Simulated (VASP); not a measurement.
Write the native input for VASP 6.6.1 that does the following.

* Task: single point
* Functional: PBE
* Potentials or basis: VASP PAW PBE potentials, release 64 (Ca_sv, O)
* Cutoff: 600 eV
* k mesh: 4 × 4 × 4
* Occupations: gaussian, width 0.01 eV
* Spin: no spin polarisation
* Dipole correction: no
* Further INCAR settings: ALGO = Normal; EDIFF = 1e-06; NBANDS = 15

The structure of CaO lies in POSCAR:

```
CaO
1.0
    0.0000000000      2.3975501260      2.3975501260
    2.3975501260      0.0000000000      2.3975501260
    2.3975501260      2.3975501260      0.0000000000
Ca O
1 1
Direct
    0.0000000000      0.0000000000      0.0000000000
    0.5000000000      0.5000000000      0.5000000000
```

These files were run (other wordings do the same):

INCAR

```
SYSTEM = CaO
PREC = Accurate
ENCUT = 600
EDIFF = 1E-6
ISMEAR = 0
SIGMA = 0.01
LREAL = .False.
LASPH = .True.
NELM = 120
ALGO = Normal
ISIF = 2
LWAVE = .False.
LCHARG = .False.
GGA = PE
NBANDS = 15
GGA_COMPAT = .False.
```

KPOINTS

```
regular mesh
0
Gamma
  4 4 4
  0 0 0
```

Potentials or basis: VASP PAW PBE potentials, release 64 (Ca_sv, O).

Run with:

```console
$ cat potpaw_PBE.64/Ca_sv/POTCAR potpaw_PBE.64/O/POTCAR > POTCAR
$ mpirun -np 1 vasp_std > vasp.out
```

It gave:

| Item | Value |
| --- | --- |
| Pressure | 3.0 GPa |
| Band gap on the k mesh | 3.63 eV, indirect (least direct gap 4.00 eV) |

Caveat: the k points lie up to 0.57 Å⁻¹ apart.

It used 5.7 s of CPU time on 1 thread of AMD EPYC 7R13 Processor (Zen 3) (shared host).
